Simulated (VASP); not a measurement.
Here is a VASP 6.6.1 calculation.

File INCAR:

```
SYSTEM = Pb
  PREC = Accurate
  ENCUT = 600
  EDIFF = 1E-6
  ISMEAR = -1
  SIGMA = 0.1
  LREAL = .False.
  LASPH = .True.
  NELM = 60
  ALGO = Normal
  ISIF = 3
  LWAVE = .False.
  LCHARG = .False.
  GGA = PE
  IBRION = 2
  NSW = 60
  EDIFFG = -0.01
```

KPOINTS

```
Automatic mesh
0
Gamma
  11 11 11
  0 0 0
```

File POSCAR:

```
Pb
1.0
    0.0000000000      2.5378820000      2.5378820000
    2.5378820000      0.0000000000      2.5378820000
    2.5378820000      2.5378820000      0.0000000000
Pb
1
Direct
    0.0000000000      0.0000000000      0.0000000000
```

Potentials or basis: VASP PAW PBE potentials, release 64 (Pb_d).

Command:

```sh
$ cat potpaw_PBE.64/Pb_d/POTCAR > POTCAR
$ mpirun -np 1 vasp_std > vasp.out
```

Problem. Estimate the relaxed volume.

Solution. 31.92 Å³/atom.

Problem. What does it give for the relaxed cell?

Solution. a = 3.561 Å, b = 3.561 Å, c = 3.561 Å, α = 60.00°, β = 60.00°, γ = 60.00°.

Problem. Predict the space group after relaxing (to 0.05 Å).

Solution. Fm-3m (No. 225).

Problem. What does it give for the band gap on the k mesh?

Solution. Zero (band 7 reaches 13.74 eV, above the bottom of band 8 at 5.37 eV).

Final structure:
```xyz
1
Lattice="0.0000 2.5177 2.5177 2.5177 0.0000 2.5177 2.5177 2.5177 0.0000" Properties=species:S:1:pos:R:3 pbc="T T T"
Pb    0.0000    0.0000    0.0000
```

Caveat: spin-orbit coupling is left out, which moves the levels of the heavy elements.
